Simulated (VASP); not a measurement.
# Cd4O3 in VASP: notebook

The runs below take Cd4O3 through single point, with PBE.

Program: VASP 6.6.1. These are calculated values, not measurements. Logs are shortened: lines on timing, memory, paths and dates and some standing lists are left out, and cuts for length are marked.

## 1. The cell of the first run

Symmetry: P-43m, No. 215, cubic system. Conventional cell: a = 4.926 Å, b = 4.926 Å, c = 4.926 Å, α = 90.00°, β = 90.00°, γ = 90.00°. Cd (site symmetry 3m) has 3 O at 2.22 Å within 2.9 Å. O (site symmetry -42m) has 4 Cd at 2.22 Å within 2.9 Å.

The cell was built from a structure type or drawn by symmetry, and may not be a known phase.

## 2. Single point, PBE

INCAR reads:

```
PREC = Accurate
ENCUT = 520
EDIFF = 1E-6
ISMEAR = 0
SIGMA = 0.02
LREAL = F
LASPH = T
NELM = 100
ALGO = Normal
ISIF = 2
LWAVE = F
LCHARG = T
GGA = PE
LELF = T
LVHAR = T
NBANDS = 42
```

KPOINTS reads:

```
Automatic mesh
0
Gamma
  8 8 8
```

POSCAR reads:

```
Cd4O3
1.0
    4.9256629770      0.0000000000      0.0000000000
    0.0000000000      4.9256629770      0.0000000000
    0.0000000000      0.0000000000      4.9256629770
Cd O
4 3
Direct
    0.7231847506      0.2768152494      0.2768152494
    0.2768152494      0.7231847506      0.2768152494
    0.2768152494      0.2768152494      0.7231847506
    0.7231847506      0.7231847506      0.7231847506
    0.0000000000      0.0000000000      0.5000000000
    0.5000000000      0.0000000000      0.0000000000
    0.0000000000      0.5000000000      0.0000000000
```

Potentials or basis: VASP PAW PBE potentials, release 64 (Cd, O).

On the command line:

```bash
$ cat potpaw_PBE.64/Cd/POTCAR potpaw_PBE.64/O/POTCAR > POTCAR
$ mpirun -np 1 vasp_std > vasp.out
```

OUTCAR:

```text
PREC = Accurate
   ENCUT = 520
   EDIFF = 1E-6
   ISMEAR = 0
   LREAL = F
   LASPH = T
   NELM = 100
   ISIF = 2
   GGA = PE

 ion  position               nearest neighbor table
   1  0.723  0.277  0.277-   5 2.22   6 2.22   7 2.22   2 3.11   3 3.11   4 3.11   2 3.50   3 3.50
                             3 3.50   4 3.50   2 3.50   4 3.50
   2  0.277  0.723  0.277-   5 2.22   6 2.22   7 2.22   1 3.11   3 3.11   4 3.11   1 3.50   3 3.50
                             3 3.50   4 3.50   1 3.50   4 3.50
   3  0.277  0.277  0.723-   5 2.22   6 2.22   7 2.22   1 3.11   2 3.11   4 3.11   1 3.50   2 3.50
                             2 3.50   4 3.50   1 3.50   4 3.50
   4  0.723  0.723  0.723-   5 2.22   6 2.22   7 2.22   1 3.11   2 3.11   3 3.11   2 3.50   3 3.50
                             1 3.50   3 3.50   1 3.50   2 3.50
   5  0.000  0.000  0.500-   1 2.22   2 2.22   3 2.22   4 2.22
   6  0.500  0.000  0.000-   1 2.22   2 2.22   3 2.22   4 2.22
   7  0.000  0.500  0.000-   1 2.22   2 2.22   3 2.22   4 2.22

  LATTYP: Found a simple cubic cell.
 ALAT       =     4.9256629770

  Lattice vectors:

 A1 = (   4.9256629770,   0.0000000000,   0.0000000000)
 A2 = (   0.0000000000,   4.9256629770,   0.0000000000)
 A3 = (   0.0000000000,   0.0000000000,   4.9256629770)

Analysis of symmetry for initial positions (statically):
=====================================================================
 Subroutine PRICEL returns:
 Original cell was already a primitive cell.

 Routine SETGRP: Setting up the symmetry group for a
 simple cubic supercell.

 Subroutine GETGRP returns: Found 24 space group operations
 (whereof 24 operations were pure point group operations)
 out of a pool of 48 trial point group operations.

The static configuration has the point symmetry T_d .

Analysis of symmetry for dynamics (positions and initial velocities):
=====================================================================
 Subroutine PRICEL returns:
 Original cell was already a primitive cell.

 Routine SETGRP: Setting up the symmetry group for a
 simple cubic supercell.

 Subroutine GETGRP returns: Found 24 space group operations
 (whereof 24 operations were pure point group operations)
 out of a pool of 48 trial point group operations.

The dynamic configuration has the point symmetry T_d .

 Subroutine INISYM returns: Found 24 space group operations
 (whereof 24 operations are pure point group operations),
 and found     1 'primitive' translations

----------------------------------------------------------------------------------------

                                     Primitive cell

  volume of cell :     119.5072

  direct lattice vectors                    reciprocal lattice vectors
     4.925662977  0.000000000  0.000000000     0.203018356  0.000000000  0.000000000
     0.000000000  4.925662977  0.000000000     0.000000000  0.203018356  0.000000000
     0.000000000  0.000000000  4.925662977     0.000000000  0.000000000  0.203018356

  length of vectors
     4.925662977  4.925662977  4.925662977     0.203018356  0.203018356  0.203018356

  position of ions in fractional coordinates (direct lattice)
     0.723184751  0.276815249  0.276815249
     0.276815249  0.723184751  0.276815249
     0.276815249  0.276815249  0.723184751
     0.723184751  0.723184751  0.723184751
     0.000000000  0.000000000  0.500000000
     0.500000000  0.000000000  0.000000000
     0.000000000  0.500000000  0.000000000

  ion indices of the primitive-cell ions
   primitive index   ion index
                 1           1
                 2           2
                 3           3
                 4           4
                 5           5
                 6           6
                 7           7

----------------------------------------------------------------------------------------

 KPOINTS: Automatic mesh

Automatic generation of k-mesh.
 Grid dimensions read from file:
 generate k-points for:    8    8    8

 Generating k-lattice:

  Cartesian coordinates                     Fractional coordinates (reciprocal lattice)
     0.025377295  0.000000000  0.000000000     0.125000000  0.000000000  0.000000000
     0.000000000  0.025377295  0.000000000     0.000000000  0.125000000  0.000000000
     0.000000000  0.000000000  0.025377295     0.000000000  0.000000000  0.125000000

  Length of vectors
     0.025377295  0.025377295  0.025377295

  Shift w.r.t. Gamma in fractional coordinates (k-lattice)
     0.000000000  0.000000000  0.000000000

 Subroutine IBZKPT returns following result:
 ===========================================

 Found     35 irreducible k-points:

 Following reciprocal coordinates:
            Coordinates               Weight
  0.000000  0.000000  0.000000      1.000000
  0.125000  0.000000  0.000000      6.000000
  0.250000  0.000000  0.000000      6.000000
  0.375000  0.000000  0.000000      6.000000
  0.500000  0.000000  0.000000      3.000000
  0.125000  0.125000  0.000000     12.000000
[... 16 lines left out ...]
  0.375000  0.375000  0.125000     24.000000
  0.500000  0.375000  0.125000     24.000000
 [... further k-points ...]
   k-points           NKPTS =     35   k-points in BZ     NKDIM =     35   number of bands    NBANDS=     42
   number of dos      NEDOS =    301   number of ions     NIONS =      7
   total plane-waves  NPLWV =  64000
   dimension x,y,z NGX =    40 NGY =   40 NGZ =   40
   dimension x,y,z NGXF=    80 NGYF=   80 NGZF=   80
   ions per type =               4   3
   NGX,Y,Z   is equivalent  to a cutoff of  13.50, 13.50, 13.50 a.u.
   NGXF,Y,Z  is equivalent  to a cutoff of  27.00, 27.00, 27.00 a.u.
 SYSTEM =  unknown system
   PREC   = accura    normal or accurate (medium, high low for compatibility)
   ISTART =      0    job   : 0-new  1-cont  2-samecut
   ICHARG =      2    charge: 1-file 2-atom 10-const
   ISPIN  =      1    spin polarized calculation?
   LNONCOLLINEAR =      F non collinear calculations
   LSORBIT =      F    spin-orbit coupling
   LASPH  =      T    aspherical Exc in radial PAW
   ENCUT  =  520.0 eV  38.22 Ry    6.18 a.u.   9.16  9.16  9.16*2*pi/ulx,y,z
   NELM   =    100;   NELMIN=  2; NELMDL= -5     # of ELM steps
   EDIFF  = 0.1E-05   stopping-criterion for ELM
   LREAL  =      F    real-space projection
   EDIFFG = 0.1E-04   stopping-criterion for IOM
   NSW    =      0    number of steps for IOM
   IBRION =     -1    ionic relax: 0-MD 1-quasi-New 2-CG
   NFREE  =      0    steps in history (QN), initial steepest desc. (CG)
   ISIF   =      2    stress and relaxation
   ISYM   =      2    0-nonsym 1-usesym 2-fastsym
   POTIM  = 0.5000    time-step for ionic-motion
   TEBEG  =    0.0;   TEEND  =   0.0 temperature during run
   PSTRESS=    0.0 pullay stress
   NELECT =      66.0000    total number of electrons
   NUPDOWN=      -1.0000    fix difference up-down
   EMIN   =  10.00;   EMAX   =-10.00  energy-range for DOS
   EFERMI =   0.00;   METHOD = LEGACY
   ISMEAR =     0;   SIGMA  =   0.02  broadening in eV -4-tet -1-fermi 0-gaus
   EFERMI_NEDOS =   21; number of points for ismear=-14 and -15
   IALGO  =     38    algorithm
   IMIX   =      4    mixing-type and parameters
     AMIX     =   0.40;   BMIX     =  1.00
     AMIX_MAG =   1.60;   BMIX_MAG =  1.00
  volume/ion in A,a.u.               =      17.07       115.21
  Fermi-wavevector in a.u.,A,eV,Ry     =   1.343151  2.538187 24.545647  1.804054
  Thomas-Fermi vector in A             =   2.471248
   LORBIT       =      0    0 simple, 1 ext, 2 COOP (PROOUT), +10 PAW based schemes
   GGA     = PE    functional components
   LHFCALC =     F    Hartree Fock is set to
   AEXX    =    0.0000 exact exchange contribution
   IVDW    =     0    specifies the selected vdW correction
   LEPSILON=     F    determine dielectric tensor
   LRPA    =     F    only Hartree local field effects (RPA)
 non-spin polarized calculation
 Gauss-broadening in eV      SIGMA  =   0.02
  energy-cutoff  :      520.00
  volume of cell :      119.51
 maximum number of plane-waves:      3238
 NGX is ok and might be reduce to    40
   NGX = 19   NGY = 19   NGZ = 19

 number of electron      65.9999996 magnetization

 Free energy of the ion-electron system (eV)
  ---------------------------------------------------
  ext. energy  EPLUGINS =         0.00000000
  ---------------------------------------------------
  free energy    TOTEN  =       -23.55983884 eV

  energy without entropy =      -23.55983884  energy(sigma->0) =      -23.55983884

 E-fermi :   1.1149     XC(G=0): -10.3760

 val. band max:        0.9593849279   @ k =   0.5000   0.2500   0.0000
 cond. band min:       1.3852580601   @ k =   0.5000   0.0000   0.0000
 fundamental gap:      0.4258731323
 Fermi energy:         1.1148565067

 k-point     1 :       0.0000    0.0000    0.0000
  band No.  band energies     occupation
      1     -16.0740      2.00000
      2     -15.7537      2.00000
      3     -15.7537      2.00000
      4      -6.7813      2.00000
      5      -6.7813      2.00000
      6      -6.7813      2.00000
[... 34 lines left out ...]
     41      10.0782      0.00000
     42      10.0782      0.00000

 k-point     2 :       0.1250    0.0000    0.0000
  band No.  band energies     occupation
      1     -16.0613      2.00000
      2     -15.7632      2.00000
      3     -15.7539      2.00000
      4      -6.8052      2.00000
      5      -6.7741      2.00000
      6      -6.7741      2.00000
[... 34 lines left out ...]
     41       9.9491      0.00000
     42       9.9491      0.00000

 k-point     3 :       0.2500    0.0000    0.0000
  band No.  band energies     occupation
      1     -16.0261      2.00000
      2     -15.7907      2.00000
      3     -15.7546      2.00000
      4      -6.8448      2.00000
      5      -6.7392      2.00000
      6      -6.7392      2.00000
[... 897 lines left out ...]
      4      -6.7795      2.00000
      5      -6.6939      2.00000
      6      -6.6896      2.00000
[... 34 lines left out ...]
     41       9.4984      0.00000
     42      10.3922      0.00000

 k-point    24 :       0.5000    0.3750    0.1250
  band No.  band energies     occupation
      1     -15.8833      2.00000
      2     -15.8499      2.00000
      3     -15.8154      2.00000
      4      -6.7610      2.00000
      5      -6.7049      2.00000
      6      -6.6780      2.00000
[... 34 lines left out ...]
     41       9.3573      0.00000
     42      10.3861      0.00000

 [... further k-points ...]

------------------------ aborting loop because EDIFF is reached ----------------------------------------

  FORCE on cell =-STRESS in cart. coord.  units (eV):
  Direction    XX          YY          ZZ          XY          YZ          ZX
  --------------------------------------------------------------------------------------
  -------------------------------------------------------------------------------------
  Total        0.8025182      0.8025182      0.8025182     -0.0000000     -0.0000000     -0.0000000
  in kB       10.7589876     10.7589876     10.7589876     -0.0000000     -0.0000000     -0.0000000
  external PRESSURE =      10.7589876 kB  Pullay stress =       0.0000000 kB

 VOLUME and BASIS-vectors are now :
 -----------------------------------------------------------------------------
  energy-cutoff  :      520.00
  volume of cell :      119.51
      direct lattice vectors                 reciprocal lattice vectors
     4.925662977  0.000000000  0.000000000     0.203018356  0.000000000  0.000000000
     0.000000000  4.925662977  0.000000000     0.000000000  0.203018356  0.000000000
     0.000000000  0.000000000  4.925662977     0.000000000  0.000000000  0.203018356

 POSITION                                       TOTAL-FORCE (eV/Angst)
 -----------------------------------------------------------------------------------
      3.56216      1.36350      1.36350        -0.041601      0.041601      0.041601
      1.36350      3.56216      1.36350         0.041601     -0.041601      0.041601
      1.36350      1.36350      3.56216         0.041601      0.041601     -0.041601
      3.56216      3.56216      3.56216        -0.041601     -0.041601     -0.041601
      0.00000      0.00000      2.46283         0.000000      0.000000      0.000000
      2.46283      0.00000      0.00000         0.000000      0.000000      0.000000
      0.00000      2.46283      0.00000         0.000000      0.000000     -0.000000
 -----------------------------------------------------------------------------------
    total drift:                                0.000000      0.000000      0.000000

  FREE ENERGIE OF THE ION-ELECTRON SYSTEM (eV)
  ---------------------------------------------------
  free  energy   TOTEN  =       -23.5598388355 eV

  energy  without entropy=      -23.5598388355  energy(sigma->0) =      -23.55983884
```

Run time: 2.3 min. Hardware: 1 thread of Intel Xeon Platinum 8488C (Sapphire Rapids), shared host; peak memory 0.31 GiB.

Results:

| Property | Result |
| --- | --- |
| Free energy | -23.5598 eV |
| Pressure | 1.1 GPa |
| Largest force | 0.072 eV/Å |
| Band gap on the k mesh | 0.43 eV (least direct gap 0.52 eV) |

Forces on the atoms (eV/Å):
```
Cd  -0.042  0.042  0.042
Cd   0.042 -0.042  0.042
Cd   0.042  0.042 -0.042
Cd  -0.042 -0.042 -0.042
O    0.000  0.000  0.000
O    0.000  0.000  0.000
O    0.000  0.000  0.000
```

Levels at points of the mesh, in eV from the valence-band top:
| k point | band 31 | band 32 | band 33 | band 34 | band 35 | band 36 |
| --- | --- | --- | --- | --- | --- | --- |
| (0.00, 0.00, 0.00) | -1.00 | -1.00 | -1.00 | 3.67 | 3.89 | 3.89 |
| (0.50, 0.00, 0.00) | -1.01 | -1.01 | -0.10 | 0.43 | 4.57 | 4.57 |
| (0.50, 0.50, 0.00) | -1.08 | -0.76 | -0.03 | 2.40 | 2.40 | 4.00 |
| (0.50, 0.50, 0.50) | -0.97 | -0.84 | -0.84 | 3.76 | 3.76 | 3.76 |

A k mesh can miss the band edges.

## 3. Single point, PBE

INCAR reads:

```
SYSTEM = Cd4O3
PREC = Accurate ; ENCUT = 520
EDIFF = 1E-6 ; ISMEAR = 0
SIGMA = 0.02 ; LREAL = .False.
LASPH = .True. ; NELM = 80
ALGO = Normal ; ISIF = 2
LWAVE = .False. ; LCHARG = .False.
GGA = PE ; NBANDS = 42
```

KPOINTS reads:

```
Automatic mesh
0
Gamma
  8 8 8
  0 0 0
```

POSCAR is that of step 2.

Potentials or basis: VASP PAW PBE potentials, release 64 (Cd, O).

On the command line:

```bash
$ cat potpaw_PBE.64/Cd/POTCAR potpaw_PBE.64/O/POTCAR > POTCAR
$ mpirun -np 1 vasp_std > vasp.out
```

Run time: 2.2 min. Hardware: 1 thread of Intel Xeon Platinum 8488C (Sapphire Rapids), shared host; peak memory 0.31 GiB.

It converged, with:

```
Free energy            : -23.5598 eV
Pressure               : 1.1 GPa
Largest force          : 0.072 eV/Å
Band gap on the k mesh : 0.43 eV (least direct gap 0.52 eV)
```

Forces in eV/Å, atoms in the order of the input:
```
Cd  -0.042  0.042  0.042
Cd   0.042 -0.042  0.042
Cd   0.042  0.042 -0.042
Cd  -0.042 -0.042 -0.042
O    0.000  0.000  0.000
O    0.000  0.000  0.000
O    0.000  0.000  0.000
```

Levels at points of the mesh, in eV from the valence-band top:
```csv
k point,band 31,band 32,band 33,band 34,band 35,band 36
"(0.00, 0.00, 0.00)",-1.00,-1.00,-1.00,3.67,3.89,3.89
"(0.50, 0.00, 0.00)",-1.01,-1.01,-0.10,0.43,4.57,4.57
"(0.50, 0.50, 0.00)",-1.08,-0.76,-0.03,2.40,2.40,4.00
"(0.50, 0.50, 0.50)",-0.97,-0.84,-0.84,3.76,3.76,3.76
```

(Continued in part 2 of 2.)
